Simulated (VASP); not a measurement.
# MgO in VASP: settings compared

The runs below take MgO through single point, with PBE, r2SCAN.

Everything below comes from runs of VASP 6.6.1. Logs are shortened: lines on timing, memory, paths and dates and some standing lists are left out, and cuts for length are marked.

## 1. The cell of the first run

It takes space group P6_3mc (No. 186, hexagonal). The conventional cell has a = 3.288 Å, b = 3.288 Å, c = 5.236 Å, α = 90.00°, β = 90.00°, γ = 120.00°. Mg (site symmetry 3m) has 4 O at 1.99 to 2.01 Å within 2.6 Å. Within 2.6 Å of O (site symmetry 3m) lie 4 Mg at 1.99 to 2.01 Å.

## 2. Single point, PBE (uniaxial z strain +4.0%)

INCAR reads:

```
  PREC = Accurate
  ENCUT = 520
  EDIFF = 1E-6
  ISMEAR = -1
  SIGMA = 0.02
  LREAL = F
  LASPH = T
  NELM = 80
  ALGO = Normal
  ISIF = 2
  LWAVE = F
  LCHARG = F
  GGA = PE
  NBANDS = 16
```

KPOINTS reads:

```
Automatic mesh
0
Gamma
  12 12 6
```

POSCAR reads:

```
MgO
1.0
    3.2882171868      0.0000000001      0.0000000000
   -1.6441085934      2.8476796169      0.0000000000
    0.0000000000      0.0000000000      5.2357410676
Mg O
2 2
Direct
    0.3333333333      0.6666666667     -0.0046168588
    0.6666666667      0.3333333333      0.4953831412
    0.3333333333      0.6666666667      0.3796168588
    0.6666666667      0.3333333333      0.8796168588
```

Potentials or basis: VASP PAW PBE potentials, release 64 (Mg, O).

Started as:

```console
$ cat potpaw_PBE.64/Mg/POTCAR potpaw_PBE.64/O/POTCAR > POTCAR
$ mpirun -np 1 vasp_std > vasp.out
```

OUTCAR:

```text
PREC = Accurate
   ENCUT = 520
   EDIFF = 1E-6
   ISMEAR = -1
   LREAL = F
   LASPH = T
   NELM = 80
   ISIF = 2
   GGA = PE

 ion  position               nearest neighbor table
   1  0.333  0.667  0.995-   4 1.99   4 1.99   4 1.99   3 2.01   2 3.23   2 3.23   2 3.23   2 3.23
                             2 3.23   2 3.23
   2  0.667  0.333  0.495-   3 1.99   3 1.99   3 1.99   4 2.01   1 3.23   1 3.23   1 3.23   1 3.23
                             1 3.23   1 3.23
   3  0.333  0.667  0.380-   2 1.99   2 1.99   2 1.99   1 2.01
   4  0.667  0.333  0.880-   1 1.99   1 1.99   1 1.99   2 2.01

  LATTYP: Found a hexagonal cell.
 ALAT       =     3.2882171868
 C/A-ratio  =     1.5922734936

  Lattice vectors:

 A1 = (   3.2882171868,   0.0000000001,   0.0000000000)
 A2 = (  -1.6441085934,   2.8476796169,   0.0000000000)
 A3 = (   0.0000000000,   0.0000000000,   5.2357410676)

Analysis of symmetry for initial positions (statically):
=====================================================================
 Subroutine PRICEL returns:
 Original cell was already a primitive cell.

 Routine SETGRP: Setting up the symmetry group for a
 hexagonal supercell.

 Subroutine GETGRP returns: Found 12 space group operations
 (whereof  6 operations were pure point group operations)
 out of a pool of 24 trial point group operations.

The static configuration has the point symmetry C_3v.
 The point group associated with its full space group is C_6v.

Analysis of symmetry for dynamics (positions and initial velocities):
=====================================================================
 Subroutine PRICEL returns:
 Original cell was already a primitive cell.

 Routine SETGRP: Setting up the symmetry group for a
 hexagonal supercell.

 Subroutine GETGRP returns: Found 12 space group operations
 (whereof  6 operations were pure point group operations)
 out of a pool of 24 trial point group operations.

The dynamic configuration has the point symmetry C_3v.
 The point group associated with its full space group is C_6v.

 Subroutine INISYM returns: Found 12 space group operations
 (whereof  6 operations are pure point group operations),
 and found     1 'primitive' translations

----------------------------------------------------------------------------------------

                                     Primitive cell

  volume of cell :      49.0264

  direct lattice vectors                    reciprocal lattice vectors
     3.288217187  0.000000000  0.000000000     0.304116165  0.175581550  0.000000000
    -1.644108593  2.847679617  0.000000000    -0.000000000  0.351163099  0.000000000
     0.000000000  0.000000000  5.235741068     0.000000000  0.000000000  0.190994930

  length of vectors
     3.288217187  3.288217187  5.235741068     0.351163099  0.351163099  0.190994930

  position of ions in fractional coordinates (direct lattice)
     0.333333333  0.666666667  0.995383141
     0.666666667  0.333333333  0.495383141
     0.333333333  0.666666667  0.379616859
     0.666666667  0.333333333  0.879616859

  ion indices of the primitive-cell ions
   primitive index   ion index
                 1           1
                 2           2
                 3           3
                 4           4

----------------------------------------------------------------------------------------

 KPOINTS: Automatic mesh

Automatic generation of k-mesh.
 Grid dimensions read from file:
 generate k-points for:   12   12    6

 Generating k-lattice:

  Cartesian coordinates                     Fractional coordinates (reciprocal lattice)
     0.025343014  0.014631796  0.000000000     0.083333333  0.000000000  0.000000000
    -0.000000000  0.029263592  0.000000000     0.000000000  0.083333333  0.000000000
     0.000000000  0.000000000  0.031832488     0.000000000  0.000000000  0.166666667

  Length of vectors
     0.029263592  0.029263592  0.031832488

  Shift w.r.t. Gamma in fractional coordinates (k-lattice)
     0.000000000  0.000000000  0.000000000

 Subroutine IBZKPT returns following result:
 ===========================================

 Found     76 irreducible k-points:

 Following reciprocal coordinates:
            Coordinates               Weight
  0.000000  0.000000  0.000000      1.000000
  0.083333 -0.000000  0.000000      6.000000
  0.166667 -0.000000  0.000000      6.000000
  0.250000 -0.000000  0.000000      6.000000
  0.333333 -0.000000  0.000000      6.000000
  0.416667  0.000000  0.000000      6.000000
[... 16 lines left out ...]
  0.250000 -0.000000  0.166667     12.000000
  0.333333 -0.000000  0.166667     12.000000
 [... further k-points ...]
   k-points           NKPTS =     76   k-points in BZ     NKDIM =     76   number of bands    NBANDS=     16
   number of dos      NEDOS =    301   number of ions     NIONS =      4
   total plane-waves  NPLWV =  23040
   dimension x,y,z NGX =    24 NGY =   24 NGZ =   40
   dimension x,y,z NGXF=    48 NGYF=   48 NGZF=   80
   ions per type =               2   2
   NGX,Y,Z   is equivalent  to a cutoff of  12.13, 12.13, 12.70 a.u.
   NGXF,Y,Z  is equivalent  to a cutoff of  24.27, 24.27, 25.40 a.u.
 SYSTEM =  unknown system
   PREC   = accura    normal or accurate (medium, high low for compatibility)
   ISTART =      0    job   : 0-new  1-cont  2-samecut
   ICHARG =      2    charge: 1-file 2-atom 10-const
   ISPIN  =      1    spin polarized calculation?
   LNONCOLLINEAR =      F non collinear calculations
   LSORBIT =      F    spin-orbit coupling
   LASPH  =      T    aspherical Exc in radial PAW
   ENCUT  =  520.0 eV  38.22 Ry    6.18 a.u.   6.11  6.11  9.74*2*pi/ulx,y,z
   NELM   =     80;   NELMIN=  2; NELMDL= -5     # of ELM steps
   EDIFF  = 0.1E-05   stopping-criterion for ELM
   LREAL  =      F    real-space projection
   EDIFFG = 0.1E-04   stopping-criterion for IOM
   NSW    =      0    number of steps for IOM
   IBRION =     -1    ionic relax: 0-MD 1-quasi-New 2-CG
   NFREE  =      0    steps in history (QN), initial steepest desc. (CG)
   ISIF   =      2    stress and relaxation
   ISYM   =      2    0-nonsym 1-usesym 2-fastsym
   POTIM  = 0.5000    time-step for ionic-motion
   TEBEG  =    0.0;   TEEND  =   0.0 temperature during run
   PSTRESS=    0.0 pullay stress
   NELECT =      16.0000    total number of electrons
   NUPDOWN=      -1.0000    fix difference up-down
   EMIN   =  10.00;   EMAX   =-10.00  energy-range for DOS
   EFERMI =   0.00;   METHOD = LEGACY
   ISMEAR =    -1;   SIGMA  =   0.02  broadening in eV -4-tet -1-fermi 0-gaus
   EFERMI_NEDOS =   21; number of points for ismear=-14 and -15
   IALGO  =     38    algorithm
   IMIX   =      4    mixing-type and parameters
     AMIX     =   0.40;   BMIX     =  1.00
     AMIX_MAG =   1.60;   BMIX_MAG =  1.00
  volume/ion in A,a.u.               =      12.26        82.71
  Fermi-wavevector in a.u.,A,eV,Ry     =   1.127124  2.129955 17.284947  1.270408
  Thomas-Fermi vector in A             =   2.263808
   LORBIT       =      0    0 simple, 1 ext, 2 COOP (PROOUT), +10 PAW based schemes
   GGA     = PE    functional components
[... 5 lines left out ...]
 non-spin polarized calculation
  energy-cutoff  :      520.00
  volume of cell :       49.03
 maximum number of plane-waves:      1338
   NGX = 13   NGY = 13   NGZ = 19

 number of electron      16.0000009 magnetization

 Free energy of the ion-electron system (eV)
  ---------------------------------------------------
  ext. energy  EPLUGINS =         0.00000000
  ---------------------------------------------------
  free energy    TOTEN  =       -23.52777811 eV

  energy without entropy =      -23.52777811  energy(sigma->0) =      -23.52777811

 E-fermi :   1.1561     XC(G=0):  -9.5788

 val. band max:        0.7412302955   @ k =   0.0000   0.0000   0.0000
 cond. band min:       4.2065397404   @ k =   0.0000   0.0000   0.0000
 fundamental gap:      3.4653094449
 Fermi energy:         1.1560769454

 k-point     1 :       0.0000    0.0000    0.0000
  band No.  band energies     occupation
      1     -15.2040      2.00000
      2     -14.5373      2.00000
      3      -2.3193      2.00000
      4       0.3366      2.00000
      5       0.3366      2.00000
      6       0.5845      2.00000
[... 8 lines left out ...]
     15      17.3864      0.00000
     16      17.3864      0.00000

 k-point     2 :       0.0833   -0.0000    0.0000
  band No.  band energies     occupation
      1     -15.1700      2.00000
      2     -14.5228      2.00000
      3      -2.2495      2.00000
      4       0.1555      2.00000
      5       0.2900      2.00000
      6       0.3426      2.00000
[... 8 lines left out ...]
     15      17.3541      0.00000
     16      17.5435      0.00000

 k-point     3 :       0.1667   -0.0000    0.0000
  band No.  band energies     occupation
      1     -15.0746      2.00000
      2     -14.4846      2.00000
      3      -2.0474      2.00000
      4      -0.3915      2.00000
      5      -0.0826      2.00000
      6       0.1785      2.00000
[... 8 lines left out ...]
     15      16.2698      0.00000
     16      16.7867      0.00000

 k-point     4 :       0.2500   -0.0000    0.0000
  band No.  band energies     occupation
      1     -14.9355      2.00000
      2     -14.4368      2.00000
      3      -1.7361      2.00000
      4      -1.0364      2.00000
      5      -0.5301      2.00000
      6       0.0456      2.00000
[... 8 lines left out ...]
     15      15.7111      0.00000
     16      16.3321      0.00000
[... 324 lines left out ...]
 k-point    22 :       0.1667   -0.0000    0.1667
  band No.  band energies     occupation
      1     -15.0371      2.00000
      2     -14.5263      2.00000
      3      -1.9512      2.00000
      4      -0.4578      2.00000
      5      -0.1154      2.00000
      6       0.2030      2.00000
[... 8 lines left out ...]
     15      16.2482      0.00000
     16      16.6290      0.00000

 k-point    23 :       0.2500   -0.0000    0.1667
  band No.  band energies     occupation
      1     -14.9032      2.00000
      2     -14.4712      2.00000
      3      -1.7349      2.00000
      4      -1.0384      2.00000
      5      -0.5143      2.00000
      6       0.0756      2.00000
[... 8 lines left out ...]
     15      15.7262      0.00000
     16      16.3256      0.00000

 k-point    24 :       0.3333   -0.0000    0.1667
  band No.  band energies     occupation
      1     -14.7559      2.00000
      2     -14.4245      2.00000
      3      -1.7440      2.00000
      4      -1.3416      2.00000
      5      -0.7746      2.00000
      6      -0.0402      2.00000
[... 8 lines left out ...]
     15      15.4173      0.00000
     16      16.4886      0.00000

 [... further k-points ...]

------------------------ aborting loop because EDIFF is reached ----------------------------------------

  FORCE on cell =-STRESS in cart. coord.  units (eV):
  Direction    XX          YY          ZZ          XY          YZ          ZX
  --------------------------------------------------------------------------------------
  -------------------------------------------------------------------------------------
  Total        0.0050467      0.0050467     -0.6946694      0.0000000      0.0000000      0.0000000
  in kB        0.1649260      0.1649260    -22.7017307      0.0000000      0.0000000      0.0000000
  external PRESSURE =      -7.4572929 kB  Pullay stress =       0.0000000 kB

 VOLUME and BASIS-vectors are now :
 -----------------------------------------------------------------------------
  energy-cutoff  :      520.00
  volume of cell :       49.03
      direct lattice vectors                 reciprocal lattice vectors
     3.288217187  0.000000000  0.000000000     0.304116165  0.175581550  0.000000000
    -1.644108593  2.847679617  0.000000000    -0.000000000  0.351163099  0.000000000
     0.000000000  0.000000000  5.235741068     0.000000000  0.000000000  0.190994930

 POSITION                                       TOTAL-FORCE (eV/Angst)
 -----------------------------------------------------------------------------------
     -0.00000      1.89845      5.21157         0.000000     -0.000000     -0.000668
      1.64411      0.94923      2.59370         0.000000     -0.000000     -0.000668
     -0.00000      1.89845      1.98758         0.000000     -0.000000      0.000668
      1.64411      0.94923      4.60545        -0.000000      0.000000      0.000668
 -----------------------------------------------------------------------------------
    total drift:                               -0.000000      0.000000      0.000129

  FREE ENERGIE OF THE ION-ELECTRON SYSTEM (eV)
  ---------------------------------------------------
  free  energy   TOTEN  =       -23.5277781091 eV

  energy  without entropy=      -23.5277781091  energy(sigma->0) =      -23.52777811
```

It took 15 s on 1 thread of Intel Xeon 6975P-C (Granite Rapids), shared host; peak memory 0.19 GiB.

What came out:

| Quantity | Value |
| --- | --- |
| Free energy | -23.5278 eV |
| Pressure | -0.7 GPa |
| Band gap on the k mesh | 3.47 eV, direct |

Caveat: the cell differs from its parent crystal (uniaxial z strain +4.0%). A k mesh can miss the band edges.

## 3. Single point, PBE (strain +2.5%)

INCAR reads:

```
SYSTEM = MgO
ALGO = Normal ; EDIFF = 1E-6
ENCUT = 520 ; GGA = PE
ISIF = 2 ; ISMEAR = -1
LASPH = .TRUE. ; LCHARG = .FALSE.
LREAL = .FALSE. ; LWAVE = .FALSE.
NBANDS = 16 ; NELM = 60
PREC = Accurate ; SIGMA = 0.02
```

KPOINTS reads:

```
k-points
0
G
  12 12 6
  0 0 0
```

POSCAR reads:

```
MgO
1.0
    3.3704226164      0.0000000001      0.0000000000
   -1.6852113083      2.9188716073      0.0000000000
    0.0000000000      0.0000000000      5.1602255714
Mg O
2 2
Direct
    0.3333333333      0.6666666667     -0.0089108208
    0.6666666667      0.3333333333      0.4910891792
    0.3333333333      0.6666666667      0.3839108208
    0.6666666667      0.3333333333      0.8839108208
```

Potentials or basis: VASP PAW PBE potentials, release 64 (Mg, O).

Started as:

```console
$ cat potpaw_PBE.64/Mg/POTCAR potpaw_PBE.64/O/POTCAR > POTCAR
$ mpirun -np 1 vasp_std > vasp.out
```

OUTCAR:

```text
SYSTEM = MgO
   EDIFF = 1E-6
   ENCUT = 520
   GGA = PE
   ISIF = 2
   ISMEAR = -1
   LASPH = .TRUE.
   LREAL = .FALSE.
   NELM = 60
   PREC = Accurate

 ion  position               nearest neighbor table
   1  0.333  0.667  0.991-   4 2.02   4 2.02   4 2.02   3 2.03   2 3.23   2 3.23   2 3.23   2 3.23
                             2 3.23   2 3.23
   2  0.667  0.333  0.491-   3 2.02   3 2.02   3 2.02   4 2.03   1 3.23   1 3.23   1 3.23   1 3.23
                             1 3.23   1 3.23
   3  0.333  0.667  0.384-   2 2.02   2 2.02   2 2.02   1 2.03
   4  0.667  0.333  0.884-   1 2.02   1 2.02   1 2.02   2 2.03

[... 660 lines left out ...]
  -------------------------------------------------------------------------------------
  Total       -1.7095773     -1.7095773     -1.1830713      0.0000000     -0.0000000      0.0000000
  in kB      -53.9549486    -53.9549486    -37.3382072      0.0000000     -0.0000000      0.0000000
  external PRESSURE =     -48.4160348 kB  Pullay stress =       0.0000000 kB

 VOLUME and BASIS-vectors are now :
 -----------------------------------------------------------------------------
  energy-cutoff  :      520.00
  volume of cell :       50.77
      direct lattice vectors                 reciprocal lattice vectors
     3.370422616  0.000000000  0.000000000     0.296698697  0.171299073  0.000000000
    -1.685211308  2.918871607  0.000000000    -0.000000000  0.342598146  0.000000000
     0.000000000  0.000000000  5.160225571     0.000000000  0.000000000  0.193789978

 POSITION                                       TOTAL-FORCE (eV/Angst)
 -----------------------------------------------------------------------------------
     -0.00000      1.94591      5.11424        -0.000000      0.000000     -0.015856
      1.68521      0.97296      2.53413        -0.000000      0.000000     -0.015856
     -0.00000      1.94591      1.98107        -0.000000      0.000000      0.015856
      1.68521      0.97296      4.56118         0.000000     -0.000000      0.015856
 -----------------------------------------------------------------------------------
    total drift:                               -0.000000     -0.000000      0.000654

  FREE ENERGIE OF THE ION-ELECTRON SYSTEM (eV)
  ---------------------------------------------------
  free  energy   TOTEN  =       -23.5009173911 eV

  energy  without entropy=      -23.5009173910  energy(sigma->0) =      -23.50091739
```

OSZICAR:

```text
N       E                     dE             d eps       ncg     rms          rms(c)
DAV:   1     0.619355192024E+02    0.61936E+02   -0.73224E+03  2432   0.869E+02
DAV:   2    -0.233554035903E+02   -0.85291E+02   -0.78227E+02  3336   0.193E+02
DAV:   3    -0.277125114789E+02   -0.43571E+01   -0.43455E+01  2832   0.457E+01
DAV:   4    -0.277312528567E+02   -0.18741E-01   -0.18741E-01  2920   0.354E+00
DAV:   5    -0.277313482254E+02   -0.95369E-04   -0.95369E-04  2904   0.243E-01    0.116E+01
DAV:   6    -0.235759873095E+02    0.41554E+01   -0.12733E+01  2432   0.262E+01    0.412E+00
DAV:   7    -0.235084694936E+02    0.67518E-01   -0.21060E-01  2448   0.365E+00    0.222E+00
DAV:   8    -0.235027228243E+02    0.57467E-02   -0.11234E-01  2528   0.358E+00    0.533E-01
DAV:   9    -0.234999923222E+02    0.27305E-02   -0.35296E-03  3024   0.546E-01    0.175E-01
DAV:  10    -0.235008895565E+02   -0.89723E-03   -0.15461E-03  2480   0.250E-01    0.279E-02
DAV:  11    -0.235009161081E+02   -0.26552E-04   -0.19526E-05  2896   0.278E-02    0.231E-02
DAV:  12    -0.235009174256E+02   -0.13176E-05   -0.12176E-05  2472   0.294E-02    0.266E-03
DAV:  13    -0.235009173911E+02    0.34568E-07   -0.37645E-07  1952   0.498E-03
   1 F= -.23500917E+02 E0= -.23500917E+02  d E =-.899042E-11
```

It took 23 s on 1 thread of Intel Xeon 6975P-C (Granite Rapids), shared host; peak memory 0.21 GiB.

Results:

* Free energy: -23.5009 eV
* Pressure: -4.8 GPa
* Largest force: 0.016 eV/Å
* Band gap on the k mesh: 3.16 eV, direct

Forces on the atoms (eV/Å):
```
Mg   0.000  0.000 -0.016
Mg   0.000  0.000 -0.016
O    0.000  0.000  0.016
O    0.000  0.000  0.016
```

Stress tensor (GPa, compression positive):
```
-5.40  0.00  0.00
 0.00 -5.40  0.00
 0.00  0.00 -3.73
```

Caveat: the cell differs from its parent crystal (strain +2.5%). A k mesh can miss the band edges.

## 4. Single point, r2SCAN (uniaxial z strain +4.0%)

POSCAR reads:

```
MgO
1.0
    3.2882171868      0.0000000001      0.0000000000
   -1.6441085934      2.8476796169      0.0000000000
    0.0000000000      0.0000000000      5.2357410676
Mg O
2 2
Direct
    0.3333333333      0.6666666667     -0.0046168588
    0.6666666667      0.3333333333      0.4953831412
    0.3333333333      0.6666666667      0.3796168588
    0.6666666667      0.3333333333      0.8796168588
```

INCAR.step1 reads:

```
SYSTEM = MgO
ALGO = Normal
EDIFF = 1E-4
ENCUT = 520
GGA = PE
ISMEAR = 0
LASPH = .True.
LCHARG = .False.
LREAL = .False.
LWAVE = .True.
NBANDS = 16
NELM = 60
PREC = Accurate
SIGMA = 0.01
```

INCAR.step2 reads:

```
SYSTEM = MgO
ALGO = Normal
EDIFF = 1E-6
ENCUT = 520
ISIF = 2
ISMEAR = 0
ISTART = 1
LASPH = .True.
LCHARG = .True.
LELF = .True.
LMIXTAU = .True.
LREAL = .False.
LVHAR = .True.
LWAVE = .False.
METAGGA = R2SCAN
NBANDS = 16
NELM = 60
PREC = Accurate
SIGMA = 0.01
```

KPOINTS reads:

```
k-points
0
Gamma
  12 12 6
  0 0 0
```

Started as:

```console
$ cat potpaw_PBE.64/Mg/POTCAR potpaw_PBE.64/O/POTCAR > POTCAR
$ cp INCAR.step1 INCAR
$ mpirun -np 1 vasp_std > vasp.out
$ cp INCAR.step2 INCAR
$ mpirun -np 1 vasp_std > vasp.out
```

It took 53 s on 1 thread of Intel Xeon 6975P-C (Granite Rapids), shared host; peak memory 0.2 GiB.

The run converged. Its results:

* Free energy: -31.8194 eV
* Pressure: -4.7 GPa
* Band gap on the k mesh: 4.13 eV, direct

Forces on the atoms (eV/Å):
```
Mg   0.000  0.000  0.003
Mg   0.000  0.000  0.003
O    0.000  0.000 -0.003
O    0.000  0.000 -0.003
```

Stress tensor (GPa, compression positive):
```
-3.90  0.00  0.00
 0.00 -3.90  0.00
 0.00  0.00 -6.19
```

Levels at points of the mesh, in eV from the valence-band top:
```csv
k point,band 6,band 7,band 8,band 9,band 10,band 11
"(0.00, 0.00, 0.00)",-0.16,-0.16,0.00,4.13,9.26,10.71
"(0.50, 0.00, 0.00)",-0.94,-0.66,-0.32,8.61,8.63,9.96
"(0.00, 0.00, 0.50)",-0.29,-0.29,-0.29,6.54,6.54,13.70
"(0.50, 0.00, 0.50)",-0.64,-0.61,-0.61,8.08,8.08,11.61
```

Caveat: the cell differs from its parent crystal (uniaxial z strain +4.0%); the PAW data sets were made with another functional, which shifts forces and pressure a little. A k mesh can miss the band edges.

(Continued in part 2 of 2.)
